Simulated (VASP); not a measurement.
# ZnPO4 (Cmcm) in VASP: single point with PBE

Aim: the single point of ZnPO4 with PBE.

Everything below comes from runs of VASP 6.6.1. Logs are shortened: lines on timing, memory, paths and dates and some standing lists are left out, and cuts for length are marked.

### Step 1. The cell of the first run

It takes space group Cmcm (No. 63, orthorhombic). The conventional cell has a = 5.056 Å, b = 7.506 Å, c = 6.626 Å, α = 90.00°, β = 90.00°, γ = 90.00°. P (site symmetry m2m) has 4 O at 1.46 Å within 1.9 Å. Zn (site symmetry 2/m) has 6 O at 1.90 to 2.14 Å within 2.5 Å. Within 1.9 Å of O (site symmetry m) lie 1 P at 1.46 Å. O (site symmetry m) has 1 P at 1.46 Å within 1.9 Å.

### Step 2. Single point, PBE

File INCAR:

```
ALGO = Normal
EDIFF = 1E-7
ENCUT = 520
GGA = PE
ISIF = 2
ISMEAR = 0
LASPH = True
LCHARG = True
LELF = True
LREAL = False
LVHAR = True
LWAVE = False
NBANDS = 53
NELM = 100
PREC = Accurate
SIGMA = 0.0146
```

File KPOINTS:

```
k-points
0
Gamma
  6 6 4
```

File POSCAR:

```
ZnPO4
1.0
    2.5278990000      3.7531920000      0.0000000000
    2.5278990000     -3.7531920000      0.0000000000
    0.0000000000      0.0000000000     -6.6264230000
P Zn O
2 2 8
Direct
    0.3580000000      0.6420000000      0.7500000000
    0.6420000000      0.3580000000      0.2500000000
    0.0000000000      0.0000000000      0.0000000000
    0.0000000000      0.0000000000      0.5000000000
    0.7060000000      0.7660000000      0.7500000000
    0.2940000000      0.2340000000      0.2500000000
    0.7660000000      0.7060000000      0.2500000000
    0.2340000000      0.2940000000      0.7500000000
    0.2460000000      0.7540000000      0.9300000000
    0.7540000000      0.2460000000      0.4300000000
    0.7540000000      0.2460000000      0.0700000000
    0.2460000000      0.7540000000      0.5700000000
```

Potentials or basis: VASP PAW PBE potentials, release 64 (P, Zn, O).

Command:

```console
$ cat potpaw_PBE.64/P/POTCAR potpaw_PBE.64/Zn/POTCAR potpaw_PBE.64/O/POTCAR > POTCAR
$ mpirun -np 1 vasp_std > vasp.out
```

OUTCAR:

```text
EDIFF = 1E-7
   ENCUT = 520
   GGA = PE
   ISIF = 2
   ISMEAR = 0
   LASPH = True
   LREAL = False
   NELM = 100
   PREC = Accurate

 ion  position               nearest neighbor table
   1  0.358  0.642  0.750-   9 1.46  12 1.46   5 1.46   8 1.46
   2  0.642  0.358  0.250-  10 1.46  11 1.46   6 1.46   7 1.46
   3  0.000  0.000  0.000-   9 1.90  11 1.90   7 2.14   8 2.14   5 2.14   6 2.14
   4  0.000  0.000  0.500-  10 1.90  12 1.90   7 2.14   8 2.14   5 2.14   6 2.14
   5  0.706  0.766  0.750-   1 1.46   3 2.14   4 2.14
   6  0.294  0.234  0.250-   2 1.46   3 2.14   4 2.14
   7  0.766  0.706  0.250-   2 1.46   3 2.14   4 2.14
   8  0.234  0.294  0.750-   1 1.46   3 2.14   4 2.14
   9  0.246  0.754  0.930-   1 1.46   3 1.90
  10  0.754  0.246  0.430-   2 1.46   4 1.90
  11  0.754  0.246  0.070-   2 1.46   3 1.90
  12  0.246  0.754  0.570-   1 1.46   4 1.90

  LATTYP: Found a base centered orthorhombic cell.
 ALAT       =     5.0557980000
 B/A-ratio  =     1.4847080520
 C/A-ratio  =     1.3106581790

  Lattice vectors:

 A1 = (   2.5278990000,   3.7531920000,   0.0000000000)
 A2 = (   2.5278990000,  -3.7531920000,   0.0000000000)
 A3 = (   0.0000000000,   0.0000000000,  -6.6264230000)

Analysis of symmetry for initial positions (statically):
=====================================================================
 Subroutine PRICEL returns:
 Original cell was already a primitive cell.

 Routine SETGRP: Setting up the symmetry group for a
 base centered orthorhombic supercell.

 Subroutine GETGRP returns: Found  8 space group operations
 (whereof  4 operations were pure point group operations)
 out of a pool of  8 trial point group operations.

The static configuration has the point symmetry C_2h.
 The point group associated with its full space group is D_2h.

Analysis of symmetry for dynamics (positions and initial velocities):
=====================================================================
 Subroutine PRICEL returns:
 Original cell was already a primitive cell.

 Routine SETGRP: Setting up the symmetry group for a
 base centered orthorhombic supercell.

 Subroutine GETGRP returns: Found  8 space group operations
 (whereof  4 operations were pure point group operations)
 out of a pool of  8 trial point group operations.

The dynamic configuration has the point symmetry C_2h.
 The point group associated with its full space group is D_2h.

 Subroutine INISYM returns: Found  8 space group operations
 (whereof  4 operations are pure point group operations),
 and found     1 'primitive' translations

----------------------------------------------------------------------------------------

                                     Primitive cell

  volume of cell :     125.7389

  direct lattice vectors                    reciprocal lattice vectors
     2.527899000  3.753192000  0.000000000     0.197792712  0.133219937  0.000000000
     2.527899000 -3.753192000  0.000000000     0.197792712 -0.133219937  0.000000000
     0.000000000  0.000000000 -6.626423000     0.000000000  0.000000000 -0.150910982

  length of vectors
     4.525121384  4.525121384  6.626423000     0.238473287  0.238473287  0.150910982

  position of ions in fractional coordinates (direct lattice)
     0.358000000  0.642000000  0.750000000
     0.642000000  0.358000000  0.250000000
     0.000000000  0.000000000  0.000000000
     0.000000000  0.000000000  0.500000000
     0.706000000  0.766000000  0.750000000
     0.294000000  0.234000000  0.250000000
     0.766000000  0.706000000  0.250000000
     0.234000000  0.294000000  0.750000000
     0.246000000  0.754000000  0.930000000
     0.754000000  0.246000000  0.430000000
     0.754000000  0.246000000  0.070000000
     0.246000000  0.754000000  0.570000000

  ion indices of the primitive-cell ions
   primitive index   ion index
                 1           1
                 2           2
                 3           3
                 4           4
                 5           5
                 6           6
                 7           7
                 8           8
                 9           9
                10          10
                11          11
                12          12

----------------------------------------------------------------------------------------

 KPOINTS: k-points

Automatic generation of k-mesh.
 Grid dimensions read from file:
 generate k-points for:    6    6    4

 Generating k-lattice:

  Cartesian coordinates                     Fractional coordinates (reciprocal lattice)
     0.032965452  0.022203323  0.000000000     0.166666667  0.000000000  0.000000000
     0.032965452 -0.022203323  0.000000000     0.000000000  0.166666667  0.000000000
     0.000000000  0.000000000 -0.037727745     0.000000000  0.000000000  0.250000000

  Length of vectors
     0.039745548  0.039745548  0.037727745

  Shift w.r.t. Gamma in fractional coordinates (k-lattice)
     0.000000000  0.000000000  0.000000000

 Subroutine IBZKPT returns following result:
 ===========================================

 Found     39 irreducible k-points:

 Following reciprocal coordinates:
            Coordinates               Weight
  0.000000  0.000000  0.000000      1.000000
  0.166667  0.000000  0.000000      4.000000
  0.333333 -0.000000  0.000000      4.000000
  0.500000  0.000000  0.000000      2.000000
  0.166667  0.166667  0.000000      2.000000
  0.333333  0.166667  0.000000      4.000000
[... 16 lines left out ...]
  0.333333  0.333333  0.250000      4.000000
  0.500000  0.333333  0.250000      8.000000
 [... further k-points ...]
   k-points           NKPTS =     39   k-points in BZ     NKDIM =     39   number of bands    NBANDS=     53
   number of dos      NEDOS =    301   number of ions     NIONS =     12
   total plane-waves  NPLWV =  64800
   dimension x,y,z NGX =    36 NGY =   36 NGZ =   50
   dimension x,y,z NGXF=    72 NGYF=   72 NGZF=  100
   ions per type =               2   2   8
   NGX,Y,Z   is equivalent  to a cutoff of  13.23, 13.23, 12.54 a.u.
   NGXF,Y,Z  is equivalent  to a cutoff of  26.45, 26.45, 25.09 a.u.
 SYSTEM =  unknown system
   PREC   = accura    normal or accurate (medium, high low for compatibility)
   ISTART =      0    job   : 0-new  1-cont  2-samecut
   ICHARG =      2    charge: 1-file 2-atom 10-const
   ISPIN  =      1    spin polarized calculation?
   LNONCOLLINEAR =      F non collinear calculations
   LSORBIT =      F    spin-orbit coupling
   LASPH  =      T    aspherical Exc in radial PAW
   ENCUT  =  520.0 eV  38.22 Ry    6.18 a.u.   8.41  8.41 12.32*2*pi/ulx,y,z
   NELM   =    100;   NELMIN=  2; NELMDL= -5     # of ELM steps
   EDIFF  = 0.1E-06   stopping-criterion for ELM
   LREAL  =      F    real-space projection
   EDIFFG = 0.1E-05   stopping-criterion for IOM
   NSW    =      0    number of steps for IOM
   IBRION =     -1    ionic relax: 0-MD 1-quasi-New 2-CG
   NFREE  =      0    steps in history (QN), initial steepest desc. (CG)
   ISIF   =      2    stress and relaxation
   ISYM   =      2    0-nonsym 1-usesym 2-fastsym
   POTIM  = 0.5000    time-step for ionic-motion
   TEBEG  =    0.0;   TEEND  =   0.0 temperature during run
   PSTRESS=    0.0 pullay stress
   NELECT =      82.0000    total number of electrons
   NUPDOWN=      -1.0000    fix difference up-down
   EMIN   =  10.00;   EMAX   =-10.00  energy-range for DOS
   EFERMI =   0.00;   METHOD = LEGACY
   ISMEAR =     0;   SIGMA  =   0.01  broadening in eV -4-tet -1-fermi 0-gaus
   EFERMI_NEDOS =   21; number of points for ismear=-14 and -15
   IALGO  =     38    algorithm
   IMIX   =      4    mixing-type and parameters
     AMIX     =   0.40;   BMIX     =  1.00
     AMIX_MAG =   1.60;   BMIX_MAG =  1.00
  volume/ion in A,a.u.               =      10.48        70.71
  Fermi-wavevector in a.u.,A,eV,Ry     =   1.419677  2.682801 27.422310  2.015483
  Thomas-Fermi vector in A             =   2.540672
   LORBIT       =      0    0 simple, 1 ext, 2 COOP (PROOUT), +10 PAW based schemes
   GGA     = PE    functional components
   LHFCALC =     F    Hartree Fock is set to
   AEXX    =    0.0000 exact exchange contribution
   IVDW    =     0    specifies the selected vdW correction
   LEPSILON=     F    determine dielectric tensor
   LRPA    =     F    only Hartree local field effects (RPA)
 non-spin polarized calculation
 Gauss-broadening in eV      SIGMA  =   0.01
  energy-cutoff  :      520.00
  volume of cell :      125.74
 maximum number of plane-waves:      3413
 NGX is ok and might be reduce to    36
   NGX = 17   NGY = 17   NGZ = 25

 number of electron      82.0000024 magnetization

 Free energy of the ion-electron system (eV)
  ---------------------------------------------------
  ext. energy  EPLUGINS =         0.00000000
  ---------------------------------------------------
  free energy    TOTEN  =       -70.21471897 eV

  energy without entropy =      -70.21297848  energy(sigma->0) =      -70.21384872

 E-fermi :   1.7035     XC(G=0): -10.6017

 val. band max:        1.7008188481   @ k =   0.5000   0.1667   0.5000
 cond. band min:       1.7110740310   @ k =  -0.3333   0.3333   0.5000
 fundamental gap:      0.0102551829
 Fermi energy:         1.7035154779

 k-point     1 :       0.0000    0.0000    0.0000
  band No.  band energies     occupation
      1     -19.8750      2.00000
      2     -19.5102      2.00000
      3     -16.7854      2.00000
      4     -16.5236      2.00000
      5     -16.4847      2.00000
      6     -16.4293      2.00000
[... 45 lines left out ...]
     52      14.1462      0.00000
     53      14.4943      0.00000

 k-point     2 :       0.1667    0.0000    0.0000
  band No.  band energies     occupation
      1     -19.8165      2.00000
      2     -19.4938      2.00000
      3     -16.7494      2.00000
      4     -16.6167      2.00000
      5     -16.5350      2.00000
      6     -16.4385      2.00000
[... 45 lines left out ...]
     52      13.9866      0.00000
     53      14.1463      0.00000

 k-point     3 :       0.3333   -0.0000    0.0000
  band No.  band energies     occupation
      1     -19.6763      2.00000
      2     -19.4741      2.00000
      3     -16.8361      2.00000
      4     -16.6530      2.00000
      5     -16.6377      2.00000
      6     -16.4496      2.00000
[... 45 lines left out ...]
     52      14.1358      0.00000
     53      14.2461      0.00000
[... 1065 lines left out ...]
 k-point    23 :       0.3333    0.3333    0.2500
  band No.  band energies     occupation
      1     -19.4895      2.00000
      2     -19.4799      2.00000
      3     -16.9460      2.00000
      4     -16.7722      2.00000
      5     -16.5882      2.00000
      6     -16.5831      2.00000
[... 45 lines left out ...]
     52      14.1337      0.00000
     53      14.2549      0.00000

 k-point    24 :       0.5000    0.3333    0.2500
  band No.  band energies     occupation
      1     -19.5200      2.00000
      2     -19.4499      2.00000
      3     -16.8746      2.00000
      4     -16.7833      2.00000
      5     -16.6277      2.00000
      6     -16.5542      2.00000
[... 45 lines left out ...]
     52      13.7269      0.00000
     53      13.9941      0.00000

 [... further k-points ...]

------------------------ aborting loop because EDIFF is reached ----------------------------------------

  FORCE on cell =-STRESS in cart. coord.  units (eV):
  Direction    XX          YY          ZZ          XY          YZ          ZX
  --------------------------------------------------------------------------------------
  -------------------------------------------------------------------------------------
  Total       26.3288836     25.6472368     22.4267828      0.0000000     -0.0000000      0.0000000
  in kB      335.4852072    326.7995976    285.7642583      0.0000000     -0.0000000      0.0000000
  external PRESSURE =     316.0163544 kB  Pullay stress =       0.0000000 kB

 VOLUME and BASIS-vectors are now :
 -----------------------------------------------------------------------------
  energy-cutoff  :      520.00
  volume of cell :      125.74
      direct lattice vectors                 reciprocal lattice vectors
     2.527899000  3.753192000  0.000000000     0.197792712  0.133219937  0.000000000
     2.527899000 -3.753192000  0.000000000     0.197792712 -0.133219937  0.000000000
     0.000000000  0.000000000 -6.626423000     0.000000000  0.000000000 -0.150910982

 POSITION                                       TOTAL-FORCE (eV/Angst)
 -----------------------------------------------------------------------------------
      2.52790     -1.06591     -4.96982         0.000000     -0.816481     -0.000000
      2.52790      1.06591     -1.65661         0.000000      0.816481     -0.000000
      0.00000      0.00000      0.00000         0.000000      0.000000     -0.000000
      0.00000      0.00000     -3.31321         0.000000      0.000000     -0.000000
      3.72107     -0.22519     -4.96982         3.935394      2.548975     -0.000000
      1.33473      0.22519     -1.65661        -3.935394     -2.548975     -0.000000
      3.72107      0.22519     -1.65661         3.935394     -2.548975     -0.000000
      1.33473     -0.22519     -4.96982        -3.935394      2.548975     -0.000000
      2.52790     -1.90662     -6.16257         0.000000     -1.825584     -4.094071
      2.52790      1.90662     -2.84936         0.000000      1.825584     -4.094071
      2.52790      1.90662     -0.46385         0.000000      1.825584      4.094071
      2.52790     -1.90662     -3.77706         0.000000     -1.825584      4.094071
 -----------------------------------------------------------------------------------
    total drift:                               -0.000000      0.000000     -0.000000

  FREE ENERGIE OF THE ION-ELECTRON SYSTEM (eV)
  ---------------------------------------------------
  free  energy   TOTEN  =       -70.2147189688 eV

  energy  without entropy=      -70.2129784794  energy(sigma->0) =      -70.21384872
```

Run time: 7.6 min. Hardware: 1 thread of Oxide Virtual Turin-like, shared host; peak memory 0.33 GiB.

What came out:

- Free energy: -70.2147 eV
- Pressure: 31.6 GPa
- Largest force: 4.689 eV/Å
- Band gap on the k mesh: zero (band 41 reaches 2.13 eV, above the bottom of band 42 at 1.49 eV)

Forces in eV/Å, atoms in the order of the input:
```
P    0.000 -0.816  0.000
P    0.000  0.816  0.000
Zn   0.000  0.000  0.000
Zn   0.000  0.000  0.000
O    3.935  2.549  0.000
O   -3.935 -2.549  0.000
O    3.935 -2.549  0.000
O   -3.935  2.549  0.000
O    0.000 -1.826 -4.094
O    0.000  1.826 -4.094
O    0.000  1.826  4.094
O    0.000 -1.826  4.094
```

Stress tensor (GPa, compression positive):
```
33.55  0.00  0.00
 0.00 32.68  0.00
 0.00  0.00 28.58
```

Levels at points of the mesh, in eV from the Fermi level:
| k point | band 38 | band 39 | band 40 | band 41 | band 42 | band 43 | band 44 | band 45 |
| --- | --- | --- | --- | --- | --- | --- | --- | --- |
| (0.00, 0.00, 0.00) | -0.74 | -0.51 | -0.33 | 0.10 | 0.16 | 5.44 | 8.91 | 9.13 |
| (0.50, 0.00, 0.00) | -0.72 | -0.51 | -0.46 | -0.40 | 0.28 | 7.56 | 8.03 | 8.41 |
| (0.50, 0.50, 0.00) | -0.53 | -0.39 | -0.06 | 0.43 | 0.45 | 6.52 | 7.64 | 9.99 |
| (0.00, 0.00, 0.50) | -0.95 | -0.45 | -0.45 | 0.13 | 0.13 | 6.93 | 6.93 | 10.15 |
| (0.50, 0.00, 0.50) | -0.93 | -0.44 | -0.44 | -0.02 | -0.02 | 7.91 | 7.91 | 9.58 |
| (0.50, 0.50, 0.50) | -0.41 | -0.03 | -0.03 | 0.08 | 0.08 | 7.28 | 7.28 | 9.75 |

Caveat: forces of over 1 eV/Å act on the atoms, so gaps and moduli don't describe the material at rest.
